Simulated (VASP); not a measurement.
# BaS (Fm-3m) in VASP: a series of runs

Runs on BaS. Level: PBEsol+D4. Tasks: single point.

All numbers are computed with VASP 6.6.1; they aren't measurements. Logs are shortened: lines on timing, memory, paths and dates and some standing lists are left out, and cuts for length are marked.

## (1) The cell of the first run

Symmetry: Fm-3m, No. 225, cubic system. Conventional cell: a = 6.388 Å, b = 6.388 Å, c = 6.388 Å, α = 90.00°, β = 90.00°, γ = 90.00°. Ba (site symmetry m-3m) has 6 S at 3.19 Å within 4.2 Å. S (site symmetry m-3m) has 6 Ba at 3.19 Å within 4.2 Å.

## (2) Single point, PBEsol+D4

INCAR

```
  ALGO = Normal
  EDIFF = 1E-7
  ENCUT = 520
  GGA = PS
  ISIF = 2
  ISMEAR = 0
  ISYM = 0
  IVDW = 13
  LASPH = True
  LCHARG = True
  LELF = True
  LREAL = False
  LVHAR = True
  LWAVE = False
  NBANDS = 15
  NELM = 80
  PREC = Accurate
  SIGMA = 0.01
```

KPOINTS

```
Automatic mesh
0
Gamma
  3 3 3
  0.5 0.5 0.5
```

POSCAR

```
BaS
1.0
    0.0000000000      3.1937500000      3.1937500000
    3.1937500000      0.0000000000      3.1937500000
    3.1937500000      3.1937500000      0.0000000000
Ba S
1 1
Direct
    0.0000000000      0.0000000000      0.0000000000
    0.5000000000      0.5000000000      0.5000000000
```

Potentials or basis: VASP PAW PBE potentials, release 64 (Ba_sv, S).

Launch:

```console
$ cat potpaw_PBE.64/Ba_sv/POTCAR potpaw_PBE.64/S/POTCAR > POTCAR
$ mpirun -np 1 vasp_std > vasp.out
```

OUTCAR:

```text
EDIFF = 1E-7
   ENCUT = 520
   GGA = PS
   ISIF = 2
   ISMEAR = 0
   ISYM = 0
   IVDW = 13
   LASPH = True
   LREAL = False
   NELM = 80
   PREC = Accurate

 ion  position               nearest neighbor table
   1  0.000  0.000  0.000-   2 3.19   2 3.19   2 3.19   2 3.19   2 3.19   2 3.19
   2  0.500  0.500  0.500-   1 3.19   1 3.19   1 3.19   1 3.19   1 3.19   1 3.19

IMPORTANT INFORMATION: All symmetrisations will be switched off!
NOSYMM: (Re-)initialisation of all symmetry stuff for point group C_1.

----------------------------------------------------------------------------------------

                                     Primitive cell

  volume of cell :      65.1527

  direct lattice vectors                    reciprocal lattice vectors
     0.000000000  3.193750000  3.193750000    -0.156555773  0.156555773  0.156555773
     3.193750000  0.000000000  3.193750000     0.156555773 -0.156555773  0.156555773
     3.193750000  3.193750000  0.000000000     0.156555773  0.156555773 -0.156555773

  length of vectors
     4.516644565  4.516644565  4.516644565     0.271162553  0.271162553  0.271162553

  position of ions in fractional coordinates (direct lattice)
     0.000000000  0.000000000  0.000000000
     0.500000000  0.500000000  0.500000000

  ion indices of the primitive-cell ions
   primitive index   ion index
                 1           1
                 2           2

----------------------------------------------------------------------------------------

 KPOINTS: Automatic mesh

Automatic generation of k-mesh.
 Grid dimensions read from file:
 generate k-points for:    3    3    3

 Generating k-lattice:

  Cartesian coordinates                     Fractional coordinates (reciprocal lattice)
    -0.052185258  0.052185258  0.052185258     0.333333333  0.000000000  0.000000000
     0.052185258 -0.052185258  0.052185258     0.000000000  0.333333333  0.000000000
     0.052185258  0.052185258 -0.052185258     0.000000000  0.000000000  0.333333333

  Length of vectors
     0.090387518  0.090387518  0.090387518

  Shift w.r.t. Gamma in fractional coordinates (k-lattice)
     0.500000000  0.500000000  0.500000000

 Subroutine IBZKPT returns following result:
 ===========================================

 Found     56 irreducible k-points:

 Following reciprocal coordinates:
            Coordinates               Weight
  0.166667  0.166667  0.166667      2.000000
  0.166667  0.000000  0.000000      2.000000
  0.000000  0.000000 -0.166667      2.000000
  0.000000  0.166667  0.000000      2.000000
  0.500000  0.166667  0.166667      2.000000
  0.166667  0.500000  0.166667      2.000000
[... 16 lines left out ...]
  0.000000 -0.333333 -0.166667      2.000000
 -0.333333  0.000000 -0.166667      2.000000
 [... further k-points ...]
   k-points           NKPTS =     56   k-points in BZ     NKDIM =     56   number of bands    NBANDS=     15
   number of dos      NEDOS =    301   number of ions     NIONS =      2
   total plane-waves  NPLWV =  46656
   dimension x,y,z NGX =    36 NGY =   36 NGZ =   36
   dimension x,y,z NGXF=    72 NGYF=   72 NGZF=   72
   ions per type =               1   1
   NGX,Y,Z   is equivalent  to a cutoff of  13.25, 13.25, 13.25 a.u.
   NGXF,Y,Z  is equivalent  to a cutoff of  26.50, 26.50, 26.50 a.u.
 SYSTEM =  unknown system
   PREC   = accura    normal or accurate (medium, high low for compatibility)
   ISTART =      0    job   : 0-new  1-cont  2-samecut
   ICHARG =      2    charge: 1-file 2-atom 10-const
   ISPIN  =      1    spin polarized calculation?
   LNONCOLLINEAR =      F non collinear calculations
   LSORBIT =      F    spin-orbit coupling
   LASPH  =      T    aspherical Exc in radial PAW
   ENCUT  =  520.0 eV  38.22 Ry    6.18 a.u.   8.40  8.40  8.40*2*pi/ulx,y,z
   NELM   =     80;   NELMIN=  2; NELMDL= -5     # of ELM steps
   EDIFF  = 0.1E-06   stopping-criterion for ELM
   LREAL  =      F    real-space projection
   EDIFFG = 0.1E-05   stopping-criterion for IOM
   NSW    =      0    number of steps for IOM
   IBRION =     -1    ionic relax: 0-MD 1-quasi-New 2-CG
   NFREE  =      0    steps in history (QN), initial steepest desc. (CG)
   ISIF   =      2    stress and relaxation
   ISYM   =      0    0-nonsym 1-usesym 2-fastsym
   POTIM  = 0.5000    time-step for ionic-motion
   TEBEG  =    0.0;   TEEND  =   0.0 temperature during run
   PSTRESS=    0.0 pullay stress
   NELECT =      16.0000    total number of electrons
   NUPDOWN=      -1.0000    fix difference up-down
   EMIN   =  10.00;   EMAX   =-10.00  energy-range for DOS
   EFERMI =   0.00;   METHOD = LEGACY
   ISMEAR =     0;   SIGMA  =   0.01  broadening in eV -4-tet -1-fermi 0-gaus
   EFERMI_NEDOS =   21; number of points for ismear=-14 and -15
   IALGO  =     38    algorithm
   IMIX   =      4    mixing-type and parameters
     AMIX     =   0.40;   BMIX     =  1.00
     AMIX_MAG =   1.60;   BMIX_MAG =  1.00
  volume/ion in A,a.u.               =      32.58       219.84
  Fermi-wavevector in a.u.,A,eV,Ry     =   1.025189  1.937326 14.299891  1.051012
  Thomas-Fermi vector in A             =   2.159016
   LORBIT       =      0    0 simple, 1 ext, 2 COOP (PROOUT), +10 PAW based schemes
   GGA     = PS    functional components
   LHFCALC =     F    Hartree Fock is set to
   AEXX    =    0.0000 exact exchange contribution
   IVDW    =    13    specifies the selected vdW correction
   LEPSILON=     F    determine dielectric tensor
   LRPA    =     F    only Hartree local field effects (RPA)
 non-spin polarized calculation
 Gauss-broadening in eV      SIGMA  =   0.01
  energy-cutoff  :      520.00
  volume of cell :       65.15
 maximum number of plane-waves:      1772
 NGX is ok and might be reduce to    36
   NGX = 17   NGY = 17   NGZ = 17

 number of electron      16.0000001 magnetization

 Free energy of the ion-electron system (eV)
  ---------------------------------------------------
  ext. energy  EPLUGINS =         0.00000000
  ---------------------------------------------------
  free energy    TOTEN  =       -10.72852257 eV

  energy without entropy =      -10.72852257  energy(sigma->0) =      -10.72852257

 E-fermi :   1.0495     XC(G=0):  -8.8231

 val. band max:        0.9863629659   @ k =   0.0000   0.0000  -0.1667
 cond. band min:       3.9831386599   @ k =   0.3333   0.3333  -0.1667
 fundamental gap:      2.9967756940
 Fermi energy:         1.0495298271

 k-point     1 :       0.1667    0.1667    0.1667
  band No.  band energies     occupation
      1     -24.6795      2.00000
      2     -10.2061      2.00000
      3      -9.7433      2.00000
      4      -9.7433      2.00000
      5      -8.5198      2.00000
      6       0.6579      2.00000
      7       0.9864      2.00000
      8       0.9864      2.00000
      9       5.1452      0.00000
     10       5.5402      0.00000
     11       5.5402      0.00000
     12       5.7595      0.00000
     13       6.8667      0.00000
     14       6.8667      0.00000
     15      10.9378      0.00000

 k-point     2 :       0.1667    0.0000    0.0000
  band No.  band energies     occupation
      1     -24.6795      2.00000
      2     -10.2061      2.00000
      3      -9.7433      2.00000
      4      -9.7433      2.00000
      5      -8.5198      2.00000
      6       0.6579      2.00000
      7       0.9864      2.00000
      8       0.9864      2.00000
      9       5.1452      0.00000
     10       5.5402      0.00000
     11       5.5402      0.00000
     12       5.7595      0.00000
     13       6.8667      0.00000
     14       6.8667      0.00000
     15      10.9378      0.00000

 k-point     3 :       0.0000    0.0000   -0.1667
  band No.  band energies     occupation
      1     -24.6795      2.00000
      2     -10.2061      2.00000
      3      -9.7433      2.00000
      4      -9.7433      2.00000
      5      -8.5198      2.00000
      6       0.6579      2.00000
      7       0.9864      2.00000
      8       0.9864      2.00000
      9       5.1452      0.00000
     10       5.5402      0.00000
     11       5.5402      0.00000
     12       5.7595      0.00000
     13       6.8667      0.00000
     14       6.8667      0.00000
     15      10.9378      0.00000

 k-point     4 :       0.0000    0.1667    0.0000
  band No.  band energies     occupation
      1     -24.6795      2.00000
      2     -10.2061      2.00000
      3      -9.7433      2.00000
      4      -9.7433      2.00000
      5      -8.5198      2.00000
      6       0.6579      2.00000
      7       0.9864      2.00000
      8       0.9864      2.00000
      9       5.1452      0.00000
     10       5.5402      0.00000
     11       5.5402      0.00000
     12       5.7595      0.00000
     13       6.8667      0.00000
     14       6.8667      0.00000
     15      10.9378      0.00000

 k-point     5 :       0.5000    0.1667    0.1667
  band No.  band energies     occupation
      1     -24.6454      2.00000
      2     -10.7270      2.00000
      3      -9.8989      2.00000
      4      -9.7741      2.00000
      5      -7.9553      2.00000
      6      -0.3562      2.00000
      7       0.2948      2.00000
      8       0.6640      2.00000
      9       5.8581      0.00000
     10       6.7994      0.00000
     11       6.8092      0.00000
     12       7.6483      0.00000
     13       8.8946      0.00000
     14      10.1460      0.00000
     15      11.0203      0.00000

 k-point     6 :       0.1667    0.5000    0.1667
  band No.  band energies     occupation
      1     -24.6454      2.00000
      2     -10.7270      2.00000
      3      -9.8989      2.00000
      4      -9.7741      2.00000
      5      -7.9553      2.00000
      6      -0.3562      2.00000
      7       0.2948      2.00000
      8       0.6640      2.00000
      9       5.8581      0.00000
     10       6.7994      0.00000
     11       6.8092      0.00000
     12       7.6483      0.00000
     13       8.8946      0.00000
     14      10.1460      0.00000
     15      11.0203      0.00000

 k-point     7 :       0.1667    0.1667    0.5000
  band No.  band energies     occupation
      1     -24.6454      2.00000
      2     -10.7270      2.00000
      3      -9.8989      2.00000
      4      -9.7741      2.00000
      5      -7.9553      2.00000
      6      -0.3562      2.00000
      7       0.2948      2.00000
      8       0.6640      2.00000
      9       5.8581      0.00000
     10       6.7994      0.00000
     11       6.8092      0.00000
[... 226 lines left out ...]
      4      -9.8124      2.00000
      5      -8.2088      2.00000
      6      -0.0787      2.00000
      7       0.7569      2.00000
      8       0.8878      2.00000
      9       4.5385      0.00000
     10       6.5117      0.00000
     11       7.0112      0.00000
     12       7.0948      0.00000
     13       7.3034      0.00000
     14       9.3866      0.00000
     15      11.7510      0.00000

 k-point    21 :      -0.1667   -0.3333   -0.3333
  band No.  band energies     occupation
      1     -24.6569      2.00000
      2     -10.5214      2.00000
      3      -9.8180      2.00000
      4      -9.8124      2.00000
      5      -8.2088      2.00000
      6      -0.0787      2.00000
      7       0.7569      2.00000
      8       0.8878      2.00000
      9       4.5385      0.00000
     10       6.5117      0.00000
     11       7.0112      0.00000
     12       7.0948      0.00000
     13       7.3034      0.00000
     14       9.3866      0.00000
     15      11.7510      0.00000

 k-point    22 :       0.1667    0.3333    0.0000
  band No.  band energies     occupation
      1     -24.6569      2.00000
      2     -10.5214      2.00000
      3      -9.8180      2.00000
      4      -9.8124      2.00000
      5      -8.2088      2.00000
      6      -0.0787      2.00000
      7       0.7569      2.00000
      8       0.8878      2.00000
      9       4.5385      0.00000
     10       6.5117      0.00000
     11       7.0112      0.00000
     12       7.0948      0.00000
     13       7.3034      0.00000
     14       9.3866      0.00000
     15      11.7510      0.00000

 k-point    23 :       0.0000   -0.3333   -0.1667
  band No.  band energies     occupation
      1     -24.6569      2.00000
      2     -10.5214      2.00000
      3      -9.8180      2.00000
      4      -9.8124      2.00000
      5      -8.2088      2.00000
      6      -0.0787      2.00000
      7       0.7569      2.00000
      8       0.8878      2.00000
      9       4.5385      0.00000
     10       6.5117      0.00000
     11       7.0112      0.00000
     12       7.0948      0.00000
     13       7.3034      0.00000
     14       9.3866      0.00000
     15      11.7510      0.00000

 k-point    24 :      -0.3333    0.0000   -0.1667
  band No.  band energies     occupation
      1     -24.6569      2.00000
      2     -10.5214      2.00000
      3      -9.8180      2.00000
      4      -9.8124      2.00000
      5      -8.2088      2.00000
      6      -0.0787      2.00000
      7       0.7569      2.00000
      8       0.8878      2.00000
      9       4.5385      0.00000
     10       6.5117      0.00000
     11       7.0112      0.00000
     12       7.0948      0.00000
     13       7.3034      0.00000
     14       9.3866      0.00000
     15      11.7510      0.00000

 [... further k-points ...]

------------------------ aborting loop because EDIFF is reached ----------------------------------------

  DFT-D4 for vdW energy calculation

  Edisp (eV):   -0.28385

  FORCE on cell =-STRESS in cart. coord.  units (eV):
  Direction    XX          YY          ZZ          XY          YZ          ZX
  --------------------------------------------------------------------------------------
  -------------------------------------------------------------------------------------
  Total      -0.54989    -0.54989    -0.54988     0.00002     0.00002     0.00002
  in kB     -13.52233   -13.52230   -13.52225     0.00056     0.00058     0.00058
  external pressure =      -13.52 kB  Pullay stress =        0.00 kB

 VOLUME and BASIS-vectors are now :
 -----------------------------------------------------------------------------
  energy-cutoff  :      520.00
  volume of cell :       65.15
      direct lattice vectors                 reciprocal lattice vectors
     0.000000000  3.193750000  3.193750000    -0.156555773  0.156555773  0.156555773
     3.193750000  0.000000000  3.193750000     0.156555773 -0.156555773  0.156555773
     3.193750000  3.193750000  0.000000000     0.156555773  0.156555773 -0.156555773

 POSITION                                       TOTAL-FORCE (eV/Angst)
 -----------------------------------------------------------------------------------
      0.00000      0.00000      0.00000        -0.000000      0.000000     -0.000000
      3.19375      3.19375      3.19375         0.000000     -0.000000      0.000000
 -----------------------------------------------------------------------------------
    total drift:                               -0.000001     -0.000000      0.000000

  FREE ENERGIE OF THE ION-ELECTRON SYSTEM (eV)
  ---------------------------------------------------
  free  energy   TOTEN  =       -11.0123729113 eV

  energy  without entropy=      -11.0123729113  energy(sigma->0) =      -11.01237291
```

Wall time 45 s (1 thread of Intel Xeon Platinum 8375C at 2.90GHz (Ice Lake), shared host); peak memory 0.23 GiB.

What came out:

| Quantity | Value |
| --- | --- |
| Free energy | -11.0124 eV |
| Pressure | -1.4 GPa |
| Band gap on the k mesh | 3.00 eV, indirect (least direct gap 3.05 eV) |
| Dispersion energy per atom | -0.142 eV |

Caveat: the k points lie up to 0.57 Å⁻¹ apart; the PAW data sets were made with another functional, which shifts forces and pressure a little; spin-orbit coupling is left out, which moves the levels of the heavy elements. A k mesh can miss the band edges.

## (3) Single point, PBEsol+D4, non-collinear spin, zero start, spin-orbit coupling

INCAR

```
SYSTEM = BaS
ALGO     = Normal         ! electronic algorithm
EDIFF    = 1E-7           ! SCF threshold, eV
ENCUT    = 520            ! plane-wave cutoff, eV
GGA      = PS             ! functional
GGA_COMPAT= .FALSE.      
ISIF     = 2              ! what is computed and relaxed
ISMEAR   = 0              ! smearing method
ISYM     = -1           
IVDW     = 13             ! dispersion correction
LASPH    = .TRUE.         ! aspherical terms in the spheres
LCHARG   = .FALSE.        ! write CHGCAR
LORBIT   = 11             ! projections on sites
LORBMOM  = .TRUE.       
LREAL    = .FALSE.        ! projectors in reciprocal space
LSORBIT  = .TRUE.         ! spin-orbit coupling
LWAVE    = .FALSE.        ! write WAVECAR
MAGMOM   = 0 0 0 0 0 0    ! initial moments
NBANDS   = 28             ! bands
NELM     = 150            ! most SCF steps
PREC     = Accurate       ! precision mode
SIGMA    = 0.01           ! smearing width, eV
```

KPOINTS is that of step 2.

POSCAR is that of step 2.

Potentials or basis: VASP PAW PBE potentials, release 64 (Ba_sv, S).

Launch:

```console
$ cat potpaw_PBE.64/Ba_sv/POTCAR potpaw_PBE.64/S/POTCAR > POTCAR
$ mpirun -np 1 vasp_ncl > vasp.out
```

Run time: 2 min. Hardware: 1 thread of Intel Xeon Platinum 8375C at 2.90GHz (Ice Lake), shared host; peak memory 0.4 GiB.

Results (log left out):

```
Free energy                                           : -11.2090 eV
Pressure                                              : -1.4 GPa
Net moment                                            : 0.00 μB per cell
Valence electrons inside the program's atomic spheres : Ba 7.89; S 3.72
Dispersion energy per atom                            : -0.142 eV
```

Stress tensor (GPa, compression positive):
```
-1.37 -0.10 -0.10
-0.10 -1.37 -0.10
-0.10 -0.10 -1.37
```

Moments on the atoms (μB; x, y, z):
```
Ba  0.00 0.00 0.00
S   0.00 0.00 0.00
```

Caveat: the k points lie up to 0.57 Å⁻¹ apart; the PAW data sets were made with another functional, which shifts forces and pressure a little.
